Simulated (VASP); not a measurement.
**Sn: single point with PBE**

Crystal: Sn.

```
Sn
1.0
     0.00000    2.96519    4.19278
     2.96519    0.00000    4.19278
     2.96519    2.96519    0.00000
Sn
2
Direct
  0.50000 0.50000 0.50000
  0.75000 0.75000 0.75000
```

This cell differs from its parent crystal: ratio of the length along z to the lengths across it x 1.414, volume and fractional coordinates fixed.

* Program: VASP 6.6.1
* Task: single point
* Functional: PBE
* Potentials or basis: VASP PAW PBE potentials, release 64 (Sn_d)
* Cutoff: 520 eV
* k mesh: 18 × 18 × 18
* Occupations: gaussian, width 0.15 eV
* Spin: no spin polarisation
* Dipole correction: no
* Further INCAR settings: ALGO = Fast; EDIFF = 1e-07; NBANDS = 21

The pressure is -0.3 GPa and the band gap on the k mesh is zero (bands 14 and 15 overlap by 1.09 eV).

Stress tensor (GPa, compression positive):
```
 1.65  0.00  0.00
 0.00  1.65  0.00
 0.00  0.00 -4.32
```

Levels at points of the mesh, in eV from the Fermi level:
| k point | band 12 | band 13 | band 14 | band 15 | band 16 | band 17 |
| --- | --- | --- | --- | --- | --- | --- |
| (0.00, 0.00, 0.00) | -2.38 | -1.84 | 0.94 | 0.94 | 2.00 | 2.00 |
| (0.50, 0.00, 0.00) | -6.14 | -2.20 | -1.29 | 0.41 | 3.66 | 3.76 |
| (0.50, 0.50, 0.00) | -8.03 | -0.87 | -0.87 | 2.26 | 2.26 | 6.25 |
| (0.50, 0.00, 0.50) | -6.86 | -2.60 | -2.60 | 0.09 | 0.09 | 4.84 |

Run time: 6.1 min on 1 thread of Intel(R) Xeon(R) 6975P-C (Granite Rapids), with other jobs on the host, peak memory 0.67 GiB.

Caveat: spin-orbit coupling is left out, which moves the levels of the heavy elements.
